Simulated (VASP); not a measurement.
A run of VASP 6.6.1:

The input INCAR:

```
  ALGO = Normal
  EDIFF = 1E-7
  ENCUT = 520
  GGA = CA
  ISIF = 2
  ISMEAR = -1
  LASPH = T
  LCHARG = T
  LELF = T
  LREAL = F
  LVHAR = T
  LWAVE = F
  NBANDS = 20
  NELM = 80
  PREC = Accurate
  SIGMA = 0.05
```

The input KPOINTS:

```
k-points
0
Gamma
  8 8 5
```

POSCAR

```
SnSe2
1.0
    3.8012663529      0.0000000000      0.0000000000
   -1.9006331765      3.2919932282      0.0000000000
    0.0000000000      0.0000000000      5.8902209163
Sn Se
1 2
Direct
    0.0000000000      0.0000000000      0.0000000000
    0.6666666667      0.3333333333      0.7324831193
    0.3333333333      0.6666666667      0.2675168807
```

Potentials or basis: VASP PAW LDA potentials, release 64 (Sn_d, Se).

Launch:

```sh
$ cat potpaw_LDA.64/Sn_d/POTCAR potpaw_LDA.64/Se/POTCAR > POTCAR
$ mpirun -np 1 vasp_std > vasp.out
```

Hardware: 1 thread of Intel(R) Xeon(R) 6975P-C (Granite Rapids) (shared host).

How long does it take, and how much memory?

Run time: 22 s on 1 thread of Intel(R) Xeon(R) 6975P-C (Granite Rapids) (shared host), peak memory 0.19 GiB. Counts: scf iterations 13, k points 40.
